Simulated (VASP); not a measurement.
Wanted: the native input for a VASP 6.6.1 run.

| Property | Result |
| --- | --- |
| Task | single point |
| Functional | PBE |
| Potentials or basis | VASP PAW PBE potentials, release 64 (Fe, I) |
| Cutoff | 520 eV |
| k mesh | 12 × 12 × 12 |
| Occupations | gaussian, width 0.1 eV |
| Spin | collinear spin, ferromagnetic start |
| Starting moments | [3.02, 3.02, 3.02, 0.0] μB |
| Dipole correction | no |
| Further INCAR settings | ALGO = Normal; EDIFF = 1e-06; NBANDS = 28 |

The structure of Fe3I lies in POSCAR:

```
Fe3I
1.0
    3.9215399159      0.0000000000      0.0000000000
    0.0000000000      3.9215399159      0.0000000000
    0.0000000000      0.0000000000      3.9215399159
Fe I
3 1
Direct
    0.0000000000      0.5000000000      0.5000000000
    0.5000000000      0.0000000000      0.5000000000
    0.5000000000      0.5000000000      0.0000000000
    0.0000000000      0.0000000000      0.0000000000
```

These files were run (other wordings do the same):

INCAR

```
SYSTEM = Fe3I
PREC = Accurate ; ENCUT = 520
EDIFF = 1E-6 ; ISMEAR = 0
SIGMA = 0.1 ; LREAL = .False.
LASPH = .True. ; NELM = 150
ALGO = Normal ; ISIF = 2
LWAVE = .False. ; LCHARG = .False.
ISPIN = 2 ; MAGMOM = 3.02 3.02 3.02 0
LORBIT = 11 ; LMAXMIX = 4
GGA = PE ; NBANDS = 28
```

KPOINTS

```
Automatic mesh
0
Gamma
  12 12 12
  0 0 0
```

Potentials or basis: VASP PAW PBE potentials, release 64 (Fe, I).

The run is started by

```console
$ cat potpaw_PBE.64/Fe/POTCAR potpaw_PBE.64/I/POTCAR > POTCAR
$ mpirun -np 1 vasp_std > vasp.out
```

Results of the run:

```json
{
 "Pressure": "-0.2 GPa",
 "Net moment": "8.20 μB per cell",
 "Site moments": "Fe +2.69; I +0.11 μB",
 "Valence electrons inside the program's atomic spheres": "Fe 7.00; I 4.31"
}
```

It took 2.3 min on 1 thread of AMD EPYC 9R45 96-Core Processor (Zen 5), on a shared host, peak memory 0.3 GiB.
